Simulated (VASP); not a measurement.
# NbTc (Cmmm) in VASP: a series of runs

Runs on NbTc. Level: LDA. Tasks: single point.

Program: VASP 6.6.1. These are calculated values, not measurements. Logs are shortened: lines on timing, memory, paths and dates and some standing lists are left out, and cuts for length are marked.

## Step 1: The cell of the first run

Symmetry: Cmmm, No. 65, orthorhombic system. The conventional cell has a = 3.099 Å, b = 4.471 Å, c = 4.293 Å, α = 90.00°, β = 90.00°, γ = 90.00°. Nb (site symmetry mmm) has 8 Tc at 2.65 to 3.10 Å and 6 Nb at 2.72 to 3.10 Å within 3.5 Å. Within 3.5 Å of Tc (site symmetry mmm) lie 8 Nb at 2.65 to 3.10 Å and 6 Tc at 2.72 to 3.10 Å.

## Step 2: Single point, LDA

Input file INCAR:

```
ALGO = Normal
EDIFF = 1E-6
ENCUT = 520
GGA = CA
ISIF = 2
ISMEAR = -1
LASPH = True
LCHARG = True
LELF = True
LREAL = False
LVHAR = True
LWAVE = False
NBANDS = 20
NELM = 60
PREC = Accurate
SIGMA = 0.1
```

Input file KPOINTS:

```
k-points
0
Gamma
  11 11 7
```

Input file POSCAR:

```
NbTc
1.0
    1.5496578722     -2.2353894049      0.0000000000
    1.5496578722      2.2353894049      0.0000000000
    0.0000000000      0.0000000000      4.2934671134
Nb Tc
1 1
Direct
    0.0000000000      0.0000000000      0.0000000000
    0.5000000000      0.5000000000      0.5000000000
```

Potentials or basis: VASP PAW LDA potentials, release 64 (Nb_sv, Tc_pv).

Run with:

```bash
> cat potpaw_LDA.64/Nb_sv/POTCAR potpaw_LDA.64/Tc_pv/POTCAR > POTCAR
> mpirun -np 1 vasp_std > vasp.out
```

OUTCAR:

```text
EDIFF = 1E-6
   ENCUT = 520
   GGA = CA
   ISIF = 2
   ISMEAR = -1
   LASPH = True
   LREAL = False
   NELM = 60
   PREC = Accurate

 ion  position               nearest neighbor table
   1  0.000  0.000  0.000-   2 2.65   2 2.65   2 2.65   2 2.65   2 3.10   2 3.10   2 3.10   2 3.10

   2  0.500  0.500  0.500-   1 2.65   1 2.65   1 2.65   1 2.65   1 3.10   1 3.10   1 3.10   1 3.10

  LATTYP: Found a base centered orthorhombic cell.
 ALAT       =     3.0993157444
 B/A-ratio  =     1.4425051135
 C/A-ratio  =     1.3852951643

  Lattice vectors:

 A1 = (   1.5496578722,  -2.2353894049,   0.0000000000)
 A2 = (   1.5496578722,   2.2353894049,   0.0000000000)
 A3 = (   0.0000000000,   0.0000000000,   4.2934671134)

Analysis of symmetry for initial positions (statically):
=====================================================================
 Subroutine PRICEL returns:
 Original cell was already a primitive cell.

 Routine SETGRP: Setting up the symmetry group for a
 base centered orthorhombic supercell.

 Subroutine GETGRP returns: Found  8 space group operations
 (whereof  8 operations were pure point group operations)
 out of a pool of  8 trial point group operations.

The static configuration has the point symmetry D_2h.

Analysis of symmetry for dynamics (positions and initial velocities):
=====================================================================
 Subroutine PRICEL returns:
 Original cell was already a primitive cell.

 Routine SETGRP: Setting up the symmetry group for a
 base centered orthorhombic supercell.

 Subroutine GETGRP returns: Found  8 space group operations
 (whereof  8 operations were pure point group operations)
 out of a pool of  8 trial point group operations.

The dynamic configuration has the point symmetry D_2h.

 Subroutine INISYM returns: Found  8 space group operations
 (whereof  8 operations are pure point group operations),
 and found     1 'primitive' translations

----------------------------------------------------------------------------------------

                                     Primitive cell

  volume of cell :      29.7459

  direct lattice vectors                    reciprocal lattice vectors
     1.549657872 -2.235389405  0.000000000     0.322651863 -0.223674676  0.000000000
     1.549657872  2.235389405  0.000000000     0.322651863  0.223674676  0.000000000
     0.000000000  0.000000000  4.293467113     0.000000000  0.000000000  0.232911997

  length of vectors
     2.720000977  2.720000977  4.293467113     0.392599778  0.392599778  0.232911997

  position of ions in fractional coordinates (direct lattice)
     0.000000000  0.000000000  0.000000000
     0.500000000  0.500000000  0.500000000

  ion indices of the primitive-cell ions
   primitive index   ion index
                 1           1
                 2           2

----------------------------------------------------------------------------------------

 KPOINTS: k-points

Automatic generation of k-mesh.
 Grid dimensions read from file:
 generate k-points for:   11   11    7

 Generating k-lattice:

  Cartesian coordinates                     Fractional coordinates (reciprocal lattice)
     0.029331988 -0.020334061  0.000000000     0.090909091  0.000000000  0.000000000
     0.029331988  0.020334061  0.000000000     0.000000000  0.090909091  0.000000000
     0.000000000  0.000000000  0.033273142     0.000000000  0.000000000  0.142857143

  Length of vectors
     0.035690889  0.035690889  0.033273142

  Shift w.r.t. Gamma in fractional coordinates (k-lattice)
     0.000000000  0.000000000  0.000000000

 Subroutine IBZKPT returns following result:
 ===========================================

 Found    144 irreducible k-points:

 Following reciprocal coordinates:
            Coordinates               Weight
  0.000000  0.000000  0.000000      1.000000
  0.090909 -0.000000  0.000000      4.000000
  0.181818  0.000000  0.000000      4.000000
  0.272727  0.000000  0.000000      4.000000
  0.363636  0.000000  0.000000      4.000000
  0.454545  0.000000  0.000000      4.000000
[... 16 lines left out ...]
 -0.272727  0.181818  0.000000      4.000000
 -0.181818  0.181818  0.000000      2.000000
 [... further k-points ...]
   k-points           NKPTS =    144   k-points in BZ     NKDIM =    144   number of bands    NBANDS=     20
   number of dos      NEDOS =    301   number of ions     NIONS =      2
   total plane-waves  NPLWV =  12800
   dimension x,y,z NGX =    20 NGY =   20 NGZ =   32
   dimension x,y,z NGXF=    40 NGYF=   40 NGZF=   64
   ions per type =               1   1
   NGX,Y,Z   is equivalent  to a cutoff of  12.22, 12.22, 12.39 a.u.
   NGXF,Y,Z  is equivalent  to a cutoff of  24.45, 24.45, 24.78 a.u.
 SYSTEM =  unknown system
   PREC   = accura    normal or accurate (medium, high low for compatibility)
   ISTART =      0    job   : 0-new  1-cont  2-samecut
   ICHARG =      2    charge: 1-file 2-atom 10-const
   ISPIN  =      1    spin polarized calculation?
   LNONCOLLINEAR =      F non collinear calculations
   LSORBIT =      F    spin-orbit coupling
   LASPH  =      T    aspherical Exc in radial PAW
   ENCUT  =  520.0 eV  38.22 Ry    6.18 a.u.   5.06  5.06  7.98*2*pi/ulx,y,z
   NELM   =     60;   NELMIN=  2; NELMDL= -5     # of ELM steps
   EDIFF  = 0.1E-05   stopping-criterion for ELM
   LREAL  =      F    real-space projection
   EDIFFG = 0.1E-04   stopping-criterion for IOM
   NSW    =      0    number of steps for IOM
   IBRION =     -1    ionic relax: 0-MD 1-quasi-New 2-CG
   NFREE  =      0    steps in history (QN), initial steepest desc. (CG)
   ISIF   =      2    stress and relaxation
   ISYM   =      2    0-nonsym 1-usesym 2-fastsym
   POTIM  = 0.5000    time-step for ionic-motion
   TEBEG  =    0.0;   TEEND  =   0.0 temperature during run
   PSTRESS=    0.0 pullay stress
   NELECT =      26.0000    total number of electrons
   NUPDOWN=      -1.0000    fix difference up-down
   EMIN   =  10.00;   EMAX   =-10.00  energy-range for DOS
   EFERMI =   0.00;   METHOD = LEGACY
   ISMEAR =    -1;   SIGMA  =   0.10  broadening in eV -4-tet -1-fermi 0-gaus
   EFERMI_NEDOS =   21; number of points for ismear=-14 and -15
   IALGO  =     38    algorithm
   IMIX   =      4    mixing-type and parameters
     AMIX     =   0.40;   BMIX     =  1.00
     AMIX_MAG =   1.60;   BMIX_MAG =  1.00
  volume/ion in A,a.u.               =      14.87       100.37
  Fermi-wavevector in a.u.,A,eV,Ry     =   1.565273  2.957938 33.335377  2.450081
  Thomas-Fermi vector in A             =   2.667774
   LORBIT       =      0    0 simple, 1 ext, 2 COOP (PROOUT), +10 PAW based schemes
   GGA     = CA    functional components
   LHFCALC =     F    Hartree Fock is set to
   AEXX    =    0.0000 exact exchange contribution
   IVDW    =     0    specifies the selected vdW correction
   LEPSILON=     F    determine dielectric tensor
   LRPA    =     F    only Hartree local field effects (RPA)
 non-spin polarized calculation
  energy-cutoff  :      520.00
  volume of cell :       29.75
 maximum number of plane-waves:       820
   NGX = 11   NGY = 11   NGZ = 15

 number of electron      26.0000003 magnetization

 Free energy of the ion-electron system (eV)
  ---------------------------------------------------
  ext. energy  EPLUGINS =         0.00000000
  ---------------------------------------------------
  free energy    TOTEN  =       -23.24216753 eV

  energy without entropy =      -23.19150624  energy(sigma->0) =      -23.21683688

 E-fermi :  13.4123     XC(G=0): -13.7751

 val. band max:       13.4116924230   @ k =  -0.1818   0.0909   0.2857
 cond. band min:      13.4307462309   @ k =  -0.1818   0.0909   0.0000
 fundamental gap:      0.0190538079
 Fermi energy:        13.4122742492

 k-point     1 :       0.0000    0.0000    0.0000
  band No.  band energies     occupation
      1     -41.0825      2.00000
      2     -25.6122      2.00000
      3     -25.2097      2.00000
      4     -24.9976      2.00000
      5     -17.3127      2.00000
      6     -16.6031      2.00000
[... 12 lines left out ...]
     19      19.3208      0.00000
     20      25.2064      0.00000

 k-point     2 :       0.0909   -0.0000    0.0000
  band No.  band energies     occupation
      1     -41.0648      2.00000
      2     -25.5996      2.00000
      3     -25.2441      2.00000
      4     -25.0288      2.00000
      5     -17.3071      2.00000
      6     -16.6899      2.00000
[... 12 lines left out ...]
     19      19.9830      0.00000
     20      25.6946      0.00000

 k-point     3 :       0.1818    0.0000    0.0000
  band No.  band energies     occupation
      1     -41.0168      2.00000
      2     -25.5658      2.00000
      3     -25.3688      2.00000
      4     -25.0778      2.00000
      5     -17.2921      2.00000
      6     -16.9990      2.00000
[... 12 lines left out ...]
     19      21.6366      0.00000
     20      25.4509      0.00000

 k-point     4 :       0.2727    0.0000    0.0000
  band No.  band energies     occupation
      1     -40.9532      2.00000
      2     -25.5623      2.00000
      3     -25.5211      2.00000
      4     -25.1069      2.00000
      5     -17.4339      2.00000
      6     -17.2725      2.00000
[... 12 lines left out ...]
     19      23.6471      0.00000
     20      24.5607      0.00000

 k-point     5 :       0.3636    0.0000    0.0000
  band No.  band energies     occupation
      1     -40.8939      2.00000
      2     -25.7460      2.00000
      3     -25.4797      2.00000
      4     -25.1231      2.00000
      5     -17.8254      2.00000
      6     -17.2545      2.00000
[... 12 lines left out ...]
     19      23.6810      0.00000
     20      24.7157      0.00000
[... 353 lines left out ...]
      6     -17.1709      2.00000
[... 12 lines left out ...]
     19      22.8836      0.00000
     20      25.3188      0.00000

 k-point    22 :      -0.3636    0.1818    0.0000
  band No.  band energies     occupation
      1     -40.8622      2.00000
      2     -25.6772      2.00000
      3     -25.4848      2.00000
      4     -25.2885      2.00000
      5     -17.6628      2.00000
      6     -17.1742      2.00000
[... 12 lines left out ...]
     19      24.5439      0.00000
     20      24.7502      0.00000

 k-point    23 :      -0.2727    0.1818    0.0000
  band No.  band energies     occupation
      1     -40.9199      2.00000
      2     -25.5231      2.00000
      3     -25.4880      2.00000
      4     -25.2836      2.00000
      5     -17.2756      2.00000
      6     -17.1970      2.00000
[... 12 lines left out ...]
     19      22.3420      0.00000
     20      25.3923      0.00000

 k-point    24 :      -0.1818    0.1818    0.0000
  band No.  band energies     occupation
      1     -40.9753      2.00000
      2     -25.5552      2.00000
      3     -25.3146      2.00000
      4     -25.2682      2.00000
      5     -17.2316      2.00000
      6     -16.8826      2.00000
[... 12 lines left out ...]
     19      20.6838      0.00000
     20      25.9236      0.00000

 [... further k-points ...]
[... 5 lines left out ...]
  --------------------------------------------------------------------------------------
  -------------------------------------------------------------------------------------
  Total        1.6264188      1.6874438      1.8726636      0.0000000      0.0000000      0.0000000
  in kB       87.6023643     90.8893003    100.8656273      0.0000000      0.0000000      0.0000000
  external PRESSURE =      93.1190973 kB  Pullay stress =       0.0000000 kB

 VOLUME and BASIS-vectors are now :
 -----------------------------------------------------------------------------
  energy-cutoff  :      520.00
  volume of cell :       29.75
      direct lattice vectors                 reciprocal lattice vectors
     1.549657872 -2.235389405  0.000000000     0.322651863 -0.223674676  0.000000000
     1.549657872  2.235389405  0.000000000     0.322651863  0.223674676  0.000000000
     0.000000000  0.000000000  4.293467113     0.000000000  0.000000000  0.232911997

 POSITION                                       TOTAL-FORCE (eV/Angst)
 -----------------------------------------------------------------------------------
      0.00000      0.00000      0.00000         0.000000      0.000000      0.000000
      1.54966      0.00000      2.14673        -0.000000     -0.000000      0.000000
 -----------------------------------------------------------------------------------
    total drift:                                0.000000      0.000000      0.000000

  FREE ENERGIE OF THE ION-ELECTRON SYSTEM (eV)
  ---------------------------------------------------
  free  energy   TOTEN  =       -23.2421675253 eV

  energy  without entropy=      -23.1915062358  energy(sigma->0) =      -23.21683688
```

It took 36 s on 1 thread of Intel Xeon Platinum 8488C (Sapphire Rapids), shared host; peak memory 0.19 GiB.

Results:

```yaml
Free_energy: -23.2422 eV
Pressure: 9.3 GPa
Band_gap_on_the_k_mesh: zero (band 13 reaches 15.41 eV, above the bottom of band 14 at 12.48 eV)
```

## Step 3: Single point, LDA

This run uses another cell than the first one, of 15.30 Å³/atom, 1.029 times its volume.

Input file INCAR:

```
SYSTEM = NbTc
PREC = Accurate ; ENCUT = 520
EDIFF = 1E-7 ; ISMEAR = -1
SIGMA = 0.1 ; LREAL = .False.
LASPH = .True. ; NELM = 80
ALGO = Normal ; ISIF = 2
LWAVE = .False. ; LCHARG = .False.
GGA = CA ; NBANDS = 20
```

Input file KPOINTS:

```
regular mesh
0
Gamma
  11 11 7
  0 0 0
```

Input file POSCAR:

```
NbTc
1.0
    1.5644880353     -2.2567819909      0.0000000000
    1.5644880353      2.2567819909      0.0000000000
    0.0000000000      0.0000000000      4.3345554197
Nb Tc
1 1
Direct
    0.0000000000      0.0000000000      0.0000000000
    0.5000000000      0.5000000000      0.5000000000
```

Potentials or basis: VASP PAW LDA potentials, release 64 (Nb_sv, Tc_pv).

Run with:

```bash
> cat potpaw_LDA.64/Nb_sv/POTCAR potpaw_LDA.64/Tc_pv/POTCAR > POTCAR
> mpirun -np 1 vasp_std > vasp.out
```

OUTCAR:

```text
SYSTEM = NbTc
   PREC = Accurate
   ENCUT = 520
   EDIFF = 1E-7
   ISMEAR = -1
   LREAL = .False.
   LASPH = .True.
   NELM = 80
   ISIF = 2
   GGA = CA

 ion  position               nearest neighbor table
   1  0.000  0.000  0.000-   2 2.67   2 2.67   2 2.67   2 2.67   2 3.13   2 3.13   2 3.13   2 3.13

   2  0.500  0.500  0.500-   1 2.67   1 2.67   1 2.67   1 2.67   1 3.13   1 3.13   1 3.13   1 3.13

  LATTYP: Found a base centered orthorhombic cell.
 ALAT       =     3.1289760706
 B/A-ratio  =     1.4425051135
 C/A-ratio  =     1.3852951643

  Lattice vectors:

 A1 = (   1.5644880353,  -2.2567819909,   0.0000000000)
 A2 = (   1.5644880353,   2.2567819909,   0.0000000000)
 A3 = (   0.0000000000,   0.0000000000,   4.3345554197)

Analysis of symmetry for initial positions (statically):
=====================================================================
 Subroutine PRICEL returns:
 Original cell was already a primitive cell.

 Routine SETGRP: Setting up the symmetry group for a
 base centered orthorhombic supercell.

 Subroutine GETGRP returns: Found  8 space group operations
[... 155 lines left out ...]

 Free energy of the ion-electron system (eV)
  ---------------------------------------------------
  ext. energy  EPLUGINS =         0.00000000
  ---------------------------------------------------
  free energy    TOTEN  =       -23.27077840 eV

  energy without entropy =      -23.21871113  energy(sigma->0) =      -23.24474476

 E-fermi :  12.9287     XC(G=0): -13.6156

 val. band max:       12.9193326909   @ k =   0.1818   0.1818   0.0000
 cond. band min:      12.9306893484   @ k =  -0.1818   0.0909   0.1429
 fundamental gap:      0.0113566575
 Fermi energy:        12.9287472995

 k-point     1 :       0.0000    0.0000    0.0000
  band No.  band energies     occupation
      1     -41.5816      2.00000
      2     -26.0508      2.00000
      3     -25.6976      2.00000
      4     -25.5051      2.00000
      5     -17.8134      2.00000
      6     -17.1526      2.00000
[... 541 lines left out ...]
     19      19.9385      0.00000
     20      25.0377      0.00000

 [... further k-points ...]
[... 5 lines left out ...]
  --------------------------------------------------------------------------------------
  -------------------------------------------------------------------------------------
  Total        0.1326756      0.2557470      0.2663070      0.0000000      0.0000000      0.0000000
  in kB        6.9448901     13.3870459     13.9398076      0.0000000      0.0000000      0.0000000
  external PRESSURE =      11.4239146 kB  Pullay stress =       0.0000000 kB

 VOLUME and BASIS-vectors are now :
 -----------------------------------------------------------------------------
  energy-cutoff  :      520.00
  volume of cell :       30.61
      direct lattice vectors                 reciprocal lattice vectors
     1.564488035 -2.256781991  0.000000000     0.319593368 -0.221554409  0.000000000
     1.564488035  2.256781991  0.000000000     0.319593368  0.221554409  0.000000000
     0.000000000  0.000000000  4.334555420     0.000000000  0.000000000  0.230704168

 POSITION                                       TOTAL-FORCE (eV/Angst)
 -----------------------------------------------------------------------------------
      0.00000      0.00000      0.00000        -0.000000     -0.000000      0.000000
      1.56449      0.00000      2.16728         0.000000      0.000000      0.000000
 -----------------------------------------------------------------------------------
    total drift:                                0.000000      0.000000      0.000000

  FREE ENERGIE OF THE ION-ELECTRON SYSTEM (eV)
  ---------------------------------------------------
  free  energy   TOTEN  =       -23.2707783967 eV

  energy  without entropy=      -23.2187111296  energy(sigma->0) =      -23.24474476
```

OSZICAR:

```text
N       E                     dE             d eps       ncg     rms          rms(c)
DAV:   1     0.314273252115E+03    0.31427E+03   -0.15360E+04  5768   0.138E+03
DAV:   2    -0.113237846557E+02   -0.32560E+03   -0.31729E+03  6740   0.500E+02
DAV:   3    -0.239311301038E+02   -0.12607E+02   -0.12206E+02  8448   0.998E+01
DAV:   4    -0.245746611105E+02   -0.64353E+00   -0.64019E+00  8432   0.173E+01
DAV:   5    -0.245971974501E+02   -0.22536E-01   -0.22524E-01  8560   0.297E+00    0.168E+01
DAV:   6    -0.237456979777E+02    0.85150E+00   -0.66636E+00  6680   0.163E+01    0.528E+00
DAV:   7    -0.236087815346E+02    0.13692E+00   -0.76782E+00  8928   0.134E+01    0.566E+00
DAV:   8    -0.232719816472E+02    0.33680E+00   -0.15531E+00  7084   0.674E+00    0.114E+00
DAV:   9    -0.232723536728E+02   -0.37203E-03   -0.55446E-02  7596   0.180E+00    0.457E-01
DAV:  10    -0.232707626890E+02    0.15910E-02   -0.90430E-03  6984   0.624E-01    0.759E-02
DAV:  11    -0.232707877703E+02   -0.25081E-04   -0.19992E-04  8524   0.123E-01    0.228E-02
DAV:  12    -0.232707788313E+02    0.89389E-05   -0.14529E-05  8672   0.319E-02    0.120E-02
DAV:  13    -0.232707784382E+02    0.39312E-06   -0.14532E-06  7524   0.117E-02    0.400E-03
DAV:  14    -0.232707783967E+02    0.41570E-07   -0.17563E-07  4532   0.311E-03
   1 F= -.23270778E+02 E0= -.23244745E+02  d E =-.520673E-01
```

Wall time 40 s (1 thread of Intel Xeon Platinum 8488C (Sapphire Rapids), shared host); peak memory 0.19 GiB.

Results:

```yaml
Free_energy: -23.2708 eV
Pressure: 1.1 GPa
Band_gap_on_the_k_mesh: zero (band 13 reaches 14.86 eV, above the bottom of band 14 at 12.03 eV)
```

(Part 1 of 3 ends here.)
